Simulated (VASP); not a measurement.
Write the native input for VASP 6.6.1 that does the following.

```
Task                   : single point
Functional             : LDA
Potentials or basis    : VASP PAW LDA potentials, release 64 (Ca_sv, Mg)
Cutoff                 : 520 eV
k mesh                 : 7 × 7 × 2
Occupations            : fermi-dirac, width 0.02 eV
Spin                   : no spin polarisation
Dipole correction      : no
Further INCAR settings : ALGO = Normal; EDIFF = 1e-07; NBANDS = 20
```

The structure of CaMg lies in POSCAR:

```
CaMg
1.0
    3.5073051363      0.0000000000      0.0000000000
   -1.7536525682      3.0374153469      0.0000000000
    0.0000000000      0.0000000000     11.1943448904
Ca Mg
2 2
Direct
    0.6666666667      0.3333333333      0.6410246804
    0.3333333333      0.6666666667      0.3589753196
    0.3333333333      0.6666666667      0.8875610548
    0.6666666667      0.3333333333      0.1124389452
```

These files were run (other wordings do the same):

INCAR

```
SYSTEM = CaMg
  ALGO = Normal
  EDIFF = 1E-7
  ENCUT = 520
  GGA = CA
  ISIF = 2
  ISMEAR = -1
  LASPH = .True.
  LCHARG = .False.
  LREAL = .False.
  LWAVE = .False.
  NBANDS = 20
  NELM = 60
  PREC = Accurate
  SIGMA = 0.02
```

KPOINTS

```
k-points
0
Gamma
  7 7 2
  0 0 0
```

Potentials or basis: VASP PAW LDA potentials, release 64 (Ca_sv, Mg).

Command:

```bash
$ cat potpaw_LDA.64/Ca_sv/POTCAR potpaw_LDA.64/Mg/POTCAR > POTCAR
$ mpirun -np 1 vasp_std > vasp.out
```

It gave:

| Item | Value |
| --- | --- |
| Pressure | -0.1 GPa |
| Largest force | 0.025 eV/Å |
| Band gap on the k mesh | zero (bands 12 and 13 overlap by 0.60 eV) |

Run time: 41 s on 1 thread of Intel(R) Xeon(R) Platinum 8375C CPU @ 2.90GHz (Ice Lake), on a shared host, peak memory 0.21 GiB.
